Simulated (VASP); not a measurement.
A run of VASP 6.6.1 is set up as follows.

File INCAR:

```
PREC = Accurate
ENCUT = 520
EDIFF = 1E-6
ISMEAR = 0
SIGMA = 0.05
LREAL = False
LASPH = True
NELM = 100
ALGO = Normal
ISIF = 2
LWAVE = False
LCHARG = False
GGA = CA
NBANDS = 15
```

Contents of KPOINTS:

```
regular mesh
0
Gamma
  8 8 8
```

File POSCAR:

```
KF
1.0
    3.2589550000      0.0000000000      0.0000000000
    0.0000000000      3.2589550000      0.0000000000
    0.0000000000      0.0000000000      3.3078393250
K F
1 1
Direct
    0.0000000000      0.0000000000      0.0000000000
    0.5000000000      0.5000000000      0.5000000000
```

Potentials or basis: VASP PAW LDA potentials, release 64 (K_sv, F).

Launch:

```sh
$ cat potpaw_LDA.64/K_sv/POTCAR potpaw_LDA.64/F/POTCAR > POTCAR
$ mpirun -np 1 vasp_std > vasp.out
```

**Question.** What does it give for the band gap on the k mesh?

**Answer.** 5.79 eV, indirect (least direct gap 5.85 eV).

**Question.** Predict the pressure.

**Answer.** -6.0 GPa.

Stress tensor (GPa, compression positive):
```
-5.57  0.00  0.00
 0.00 -5.57  0.00
 0.00  0.00 -6.79
```

Caveat: the cell differs from its parent crystal (strain +0.000 along x and y, +0.015 along z). A k mesh can miss the band edges.
